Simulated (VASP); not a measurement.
# RbP2 (P6/mmm) in VASP: notebook

The runs below take RbP2 through single point, relaxation of cell and atoms, with PBE.

All numbers are computed with VASP 6.6.1; they aren't measurements. Logs are shortened: lines on timing, memory, paths and dates and some standing lists are left out, and cuts for length are marked.

### Step 1. The cell of the first run

It takes space group P6/mmm (No. 191, hexagonal). The conventional cell has a = 4.230 Å, b = 4.230 Å, c = 4.568 Å, α = 90.00°, β = 90.00°, γ = 120.00°. Within 4.4 Å of Rb (site symmetry 6/mmm) lie 12 P at 3.34 Å and 6 Rb at 4.23 Å. Within 3.2 Å of P (site symmetry -6m2) lie 3 P at 2.44 Å.

### Step 2. Single point, PBE

Contents of INCAR:

```
PREC     = Accurate       # precision mode
ENCUT    = 520            # plane-wave cutoff, eV
EDIFF    = 1E-7           # SCF threshold, eV
ISMEAR   = 0              # smearing method
SIGMA    = 0.1            # smearing width, eV
LREAL    = F              # projectors in reciprocal space
LASPH    = T              # aspherical terms in the spheres
NELM     = 100            # most SCF steps
ALGO     = Normal         # electronic algorithm
ISIF     = 2              # what is computed and relaxed
LWAVE    = F              # write WAVECAR
LCHARG   = F              # write CHGCAR
GGA      = PE             # functional
NBANDS   = 16             # bands
```

Contents of KPOINTS:

```
regular mesh
0
Gamma
  6 6 4
```

Contents of POSCAR:

```
RbP2
1.0
    4.2304800407      0.0000000000      0.0000000000
   -2.1152400204      3.6637031855      0.0000000000
    0.0000000000      0.0000000000      4.5677940639
Rb P
1 2
Direct
    0.0000000000      0.0000000000      0.0000000000
    0.3333333333      0.6666666667      0.5000000000
    0.6666666667      0.3333333333      0.5000000000
```

Potentials or basis: VASP PAW PBE potentials, release 64 (Rb_sv, P).

The run is started by

```
cat potpaw_PBE.64/Rb_sv/POTCAR potpaw_PBE.64/P/POTCAR > POTCAR
mpirun -np 1 vasp_std > vasp.out
```

OUTCAR:

```text
PREC = Accurate
   ENCUT = 520
   EDIFF = 1E-7
   ISMEAR = 0
   LREAL = F
   LASPH = T
   NELM = 100
   ISIF = 2
   GGA = PE

 ion  position               nearest neighbor table
   1  0.000  0.000  0.000-   2 3.34   3 3.34   2 3.34   3 3.34   3 3.34   3 3.34   2 3.34   2 3.34
                             3 3.34   3 3.34   2 3.34   2 3.34
   2  0.333  0.667  0.500-   3 2.44   3 2.44   3 2.44   1 3.34   1 3.34   1 3.34   1 3.34   1 3.34
                             1 3.34
   3  0.667  0.333  0.500-   2 2.44   2 2.44   2 2.44   1 3.34   1 3.34   1 3.34   1 3.34   1 3.34
                             1 3.34

  LATTYP: Found a hexagonal cell.
 ALAT       =     4.2304800407
 C/A-ratio  =     1.0797342193

  Lattice vectors:

 A1 = (   4.2304800407,   0.0000000000,   0.0000000000)
 A2 = (  -2.1152400204,   3.6637031855,   0.0000000000)
 A3 = (   0.0000000000,   0.0000000000,   4.5677940639)

Analysis of symmetry for initial positions (statically):
=====================================================================
 Subroutine PRICEL returns:
 Original cell was already a primitive cell.

 Routine SETGRP: Setting up the symmetry group for a
 hexagonal supercell.

 Subroutine GETGRP returns: Found 24 space group operations
 (whereof 24 operations were pure point group operations)
 out of a pool of 24 trial point group operations.

The static configuration has the point symmetry D_6h.

Analysis of symmetry for dynamics (positions and initial velocities):
=====================================================================
 Subroutine PRICEL returns:
 Original cell was already a primitive cell.

 Routine SETGRP: Setting up the symmetry group for a
 hexagonal supercell.

 Subroutine GETGRP returns: Found 24 space group operations
 (whereof 24 operations were pure point group operations)
 out of a pool of 24 trial point group operations.

The dynamic configuration has the point symmetry D_6h.

 Subroutine INISYM returns: Found 24 space group operations
 (whereof 24 operations are pure point group operations),
 and found     1 'primitive' translations

----------------------------------------------------------------------------------------

                                     Primitive cell

  volume of cell :      70.7973

  direct lattice vectors                    reciprocal lattice vectors
     4.230480041  0.000000000  0.000000000     0.236379794  0.136473938  0.000000000
    -2.115240020  3.663703186  0.000000000     0.000000000  0.272947875  0.000000000
     0.000000000  0.000000000  4.567794064     0.000000000  0.000000000  0.218924055

  length of vectors
     4.230480041  4.230480041  4.567794064     0.272947875  0.272947875  0.218924055

  position of ions in fractional coordinates (direct lattice)
     0.000000000  0.000000000  0.000000000
     0.333333333  0.666666667  0.500000000
     0.666666667  0.333333333  0.500000000

  ion indices of the primitive-cell ions
   primitive index   ion index
                 1           1
                 2           2
                 3           3

----------------------------------------------------------------------------------------

 KPOINTS: regular mesh

Automatic generation of k-mesh.
 Grid dimensions read from file:
 generate k-points for:    6    6    4

 Generating k-lattice:

  Cartesian coordinates                     Fractional coordinates (reciprocal lattice)
     0.039396632  0.022745656  0.000000000     0.166666667  0.000000000  0.000000000
     0.000000000  0.045491313  0.000000000     0.000000000  0.166666667  0.000000000
     0.000000000  0.000000000  0.054731014     0.000000000  0.000000000  0.250000000

  Length of vectors
     0.045491313  0.045491313  0.054731014

  Shift w.r.t. Gamma in fractional coordinates (k-lattice)
     0.000000000  0.000000000  0.000000000

 Subroutine IBZKPT returns following result:
 ===========================================

 Found     21 irreducible k-points:

 Following reciprocal coordinates:
            Coordinates               Weight
  0.000000  0.000000  0.000000      1.000000
  0.166667  0.000000  0.000000      6.000000
  0.333333  0.000000  0.000000      6.000000
  0.500000  0.000000  0.000000      3.000000
  0.166667  0.166667  0.000000      6.000000
  0.333333  0.166667  0.000000     12.000000
[... 13 lines left out ...]
  0.333333  0.166667  0.500000     12.000000
  0.333333  0.333333  0.500000      2.000000
   k-points           NKPTS =     21   k-points in BZ     NKDIM =     21   number of bands    NBANDS=     16
   number of dos      NEDOS =    301   number of ions     NIONS =      3
   total plane-waves  NPLWV =  36864
   dimension x,y,z NGX =    32 NGY =   32 NGZ =   36
   dimension x,y,z NGXF=    64 NGYF=   64 NGZF=   72
   ions per type =               1   2
   NGX,Y,Z   is equivalent  to a cutoff of  12.58, 12.58, 13.10 a.u.
   NGXF,Y,Z  is equivalent  to a cutoff of  25.15, 25.15, 26.20 a.u.
 SYSTEM =  unknown system
   PREC   = accura    normal or accurate (medium, high low for compatibility)
   ISTART =      0    job   : 0-new  1-cont  2-samecut
   ICHARG =      2    charge: 1-file 2-atom 10-const
   ISPIN  =      1    spin polarized calculation?
   LNONCOLLINEAR =      F non collinear calculations
   LSORBIT =      F    spin-orbit coupling
   LASPH  =      T    aspherical Exc in radial PAW
   ENCUT  =  520.0 eV  38.22 Ry    6.18 a.u.   7.87  7.87  8.49*2*pi/ulx,y,z
   NELM   =    100;   NELMIN=  2; NELMDL= -5     # of ELM steps
   EDIFF  = 0.1E-06   stopping-criterion for ELM
   LREAL  =      F    real-space projection
   EDIFFG = 0.1E-05   stopping-criterion for IOM
   NSW    =      0    number of steps for IOM
   IBRION =     -1    ionic relax: 0-MD 1-quasi-New 2-CG
   NFREE  =      0    steps in history (QN), initial steepest desc. (CG)
   ISIF   =      2    stress and relaxation
   ISYM   =      2    0-nonsym 1-usesym 2-fastsym
   POTIM  = 0.5000    time-step for ionic-motion
   TEBEG  =    0.0;   TEEND  =   0.0 temperature during run
   PSTRESS=    0.0 pullay stress
   NELECT =      19.0000    total number of electrons
   NUPDOWN=      -1.0000    fix difference up-down
   EMIN   =  10.00;   EMAX   =-10.00  energy-range for DOS
   EFERMI =   0.00;   METHOD = LEGACY
   ISMEAR =     0;   SIGMA  =   0.10  broadening in eV -4-tet -1-fermi 0-gaus
   EFERMI_NEDOS =   21; number of points for ismear=-14 and -15
   IALGO  =     38    algorithm
   IMIX   =      4    mixing-type and parameters
     AMIX     =   0.40;   BMIX     =  1.00
     AMIX_MAG =   1.60;   BMIX_MAG =  1.00
  volume/ion in A,a.u.               =      23.60       159.25
  Fermi-wavevector in a.u.,A,eV,Ry     =   1.055976  1.995505 15.171645  1.115084
  Thomas-Fermi vector in A             =   2.191194
   LORBIT       =      0    0 simple, 1 ext, 2 COOP (PROOUT), +10 PAW based schemes
   GGA     = PE    functional components
   LHFCALC =     F    Hartree Fock is set to
   AEXX    =    0.0000 exact exchange contribution
   IVDW    =     0    specifies the selected vdW correction
   LEPSILON=     F    determine dielectric tensor
   LRPA    =     F    only Hartree local field effects (RPA)
 non-spin polarized calculation
 Gauss-broadening in eV      SIGMA  =   0.10
  energy-cutoff  :      520.00
  volume of cell :       70.80
 maximum number of plane-waves:      1926
 NGX is ok and might be reduce to    32
   NGX = 15   NGY = 15   NGZ = 17

 number of electron      18.9999998 magnetization

 Free energy of the ion-electron system (eV)
  ---------------------------------------------------
  ext. energy  EPLUGINS =         0.00000000
  ---------------------------------------------------
  free energy    TOTEN  =       -11.66653400 eV

  energy without entropy =      -11.65874755  energy(sigma->0) =      -11.66264077

 E-fermi :   3.7879     XC(G=0):  -9.2946

 val. band max:        3.7680155140   @ k =   0.1667   0.1667   0.5000
 cond. band min:       3.8116241140   @ k =   0.3333   0.0000   0.2500
 fundamental gap:      0.0436086000
 Fermi energy:         3.7878786652

 k-point     1 :       0.0000    0.0000    0.0000
  band No.  band energies     occupation
      1     -22.5058      2.00000
      2      -8.8466      2.00000
      3      -6.8621      2.00000
      4      -6.5365      2.00000
      5      -6.5365      2.00000
      6      -1.1988      2.00000
[... 8 lines left out ...]
     15      11.0739      0.00000
     16      11.0825      0.00000

 k-point     2 :       0.1667    0.0000    0.0000
  band No.  band energies     occupation
      1     -22.4967      2.00000
      2      -8.7065      2.00000
      3      -6.8210      2.00000
      4      -6.5735      2.00000
      5      -6.5308      2.00000
      6      -2.7519      2.00000
[... 8 lines left out ...]
     15      10.2083      0.00000
     16      10.6466      0.00000

 k-point     3 :       0.3333    0.0000    0.0000
  band No.  band energies     occupation
      1     -22.4784      2.00000
      2      -8.3827      2.00000
      3      -6.7369      2.00000
      4      -6.6458      2.00000
      5      -6.3879      2.00000
      6      -4.5087      2.00000
[... 8 lines left out ...]
     15       9.4850      0.00000
     16      11.4570      0.00000

 k-point     4 :       0.5000    0.0000    0.0000
  band No.  band energies     occupation
      1     -22.4693      2.00000
      2      -8.1958      2.00000
      3      -6.6938      2.00000
      4      -6.6812      2.00000
      5      -5.8486      2.00000
      6      -5.6918      2.00000
[... 8 lines left out ...]
     15       9.9008      0.00000
     16       9.9822      0.00000
[... 267 lines left out ...]
 k-point    19 :       0.1667    0.1667    0.5000
  band No.  band energies     occupation
      1     -22.4731      2.00000
      2      -8.6462      2.00000
      3      -6.8291      2.00000
      4      -6.5976      2.00000
      5      -6.1919      2.00000
      6      -4.0827      2.00000
[... 8 lines left out ...]
     15      11.4096      0.00000
     16      11.8683      0.00000

 k-point    20 :       0.3333    0.1667    0.5000
  band No.  band energies     occupation
      1     -22.4606      2.00000
      2      -7.7234      2.00000
      3      -6.9754      2.00000
      4      -6.6861      2.00000
      5      -6.6752      2.00000
      6      -5.3315      2.00000
[... 8 lines left out ...]
     15      11.2681      0.00000
     16      11.5479      0.00000

 k-point    21 :       0.3333    0.3333    0.5000
  band No.  band energies     occupation
      1     -22.4564      2.00000
      2      -7.0245      2.00000
      3      -6.8726      2.00000
      4      -6.8726      2.00000
      5      -6.5016      2.00000
      6      -6.5016      2.00000
[... 8 lines left out ...]
     15      11.6986      0.00000
     16      11.6986      0.00000

------------------------ aborting loop because EDIFF is reached ----------------------------------------

  FORCE on cell =-STRESS in cart. coord.  units (eV):
  Direction    XX          YY          ZZ          XY          YZ          ZX
  --------------------------------------------------------------------------------------
  -------------------------------------------------------------------------------------
  Total        0.9487350      0.9487350      4.4306696     -0.0000000      0.0000000     -0.0000000
  in kB       21.4703460     21.4703460    100.2682648     -0.0000000      0.0000000     -0.0000000
  external PRESSURE =      47.7363190 kB  Pullay stress =       0.0000000 kB

 VOLUME and BASIS-vectors are now :
 -----------------------------------------------------------------------------
  energy-cutoff  :      520.00
  volume of cell :       70.80
      direct lattice vectors                 reciprocal lattice vectors
     4.230480041  0.000000000  0.000000000     0.236379794  0.136473938  0.000000000
    -2.115240020  3.663703186  0.000000000     0.000000000  0.272947875  0.000000000
     0.000000000  0.000000000  4.567794064     0.000000000  0.000000000  0.218924055

 POSITION                                       TOTAL-FORCE (eV/Angst)
 -----------------------------------------------------------------------------------
      0.00000      0.00000      0.00000         0.000000     -0.000000      0.000000
     -0.00000      2.44247      2.28390        -0.000000      0.000000      0.000000
      2.11524      1.22123      2.28390         0.000000     -0.000000      0.000000
 -----------------------------------------------------------------------------------
    total drift:                                0.000000     -0.000000      0.000000

  FREE ENERGIE OF THE ION-ELECTRON SYSTEM (eV)
  ---------------------------------------------------
  free  energy   TOTEN  =       -11.6665339970 eV

  energy  without entropy=      -11.6587475491  energy(sigma->0) =      -11.66264077
```

Wall time 27 s (1 thread of Intel Xeon Platinum 8488C (Sapphire Rapids), shared host); peak memory 0.19 GiB.

What came out:

| Property | Result |
| --- | --- |
| Free energy | -11.6665 eV |
| Pressure | 4.8 GPa |

(Continued in part 2 of 2.)
